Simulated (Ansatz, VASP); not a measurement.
One calculation of CdS, two programs

Contents of INCAR:

```
SYSTEM = CdS
ALGO = Normal
EDIFF = 1E-6
EDIFFG = -0.01
ENCUT = 600
GGA = PE
IBRION = 2
ISIF = 3
ISMEAR = 0
LASPH = .TRUE.
LCHARG = .FALSE.
LREAL = .FALSE.
LWAVE = .FALSE.
NELM = 60
NSW = 100
PREC = Accurate
SIGMA = 0.02
```

Contents of KPOINTS:

```
k-points
0
G
  6 6 4
  0 0 0
```

The input POSCAR:

```
CdS
1.0
    4.1688380995      0.0000000000      0.0000000000
   -2.0844190498      3.6103196984      0.0000000000
    0.0000000000      0.0000000000      6.7796174100
Cd S
2 2
Direct
    0.6666666700      0.3333333300      0.5002243700
    0.3333333300      0.6666666700      0.0002243700
    0.6666666700      0.3333333300      0.8767756300
    0.3333333300      0.6666666700      0.3767756300
```

Input for Ansatz:

```yaml
crystal:
  lattice:
    - [4.1688380995, 0.0, 0.0]
    - [-2.0844190498, 3.6103196984, 0.0]
    - [0.0, 0.0, 6.77961741]
  atoms:
    - { symbol: Cd, position: [0.66666667, 0.33333333, 0.50022437] }
    - { symbol: Cd, position: [0.33333333, 0.66666667, 0.00022437] }
    - { symbol: S, position: [0.66666667, 0.33333333, 0.87677563] }
    - { symbol: S, position: [0.33333333, 0.66666667, 0.37677563] }
basis:
  ecutwfc: 420
kpoints:
  mp_grid: { grid: [6, 6, 4] }
hamiltonian:
  xc: pbe
scf:
  occupations: { method: gaussian, width: 0.02 }
output:
  forces: true
  stress: true
  eigenvalues: true
  write_density: true
  write_potential: true
  elf: true
  volumetric_format: npy
relax:
  adjacent_minimum: "off"
  f_tol: 0.01
  max_steps: 80
  cell: { stress_tol: 0.05 }
```

Alike in both runs: task relaxation of cell and atoms; functional PBE; k mesh 6 × 6 × 4; occupations gaussian, width 0.02 eV; no spin polarisation.

|  | VASP | Ansatz |
| --- | --- | --- |
| version | VASP 6.6.1 | Ansatz 0.2.0 |
| potentials or method | VASP PAW PBE potentials, release 64 (Cd, S), cutoff 600 eV | scalar-relativistic, plane waves, PAW |
| valence electrons in the cell | 36 | 52 |

```csv
,VASP,Ansatz,Ansatz less VASP
"gap on the k mesh at the Fermi level, each at its own relaxed structure (eV)",1.10,1.11,+0.008
relaxed volume (Å³/atom),26.16,26.05,-0.110
relaxed cell length with the largest relative difference (Å),4.204,4.197,-0.0065
```

VASP's potentials hold 36 valence electrons a cell and Ansatz's 52, so a difference there can come from the potentials and not from the codes.
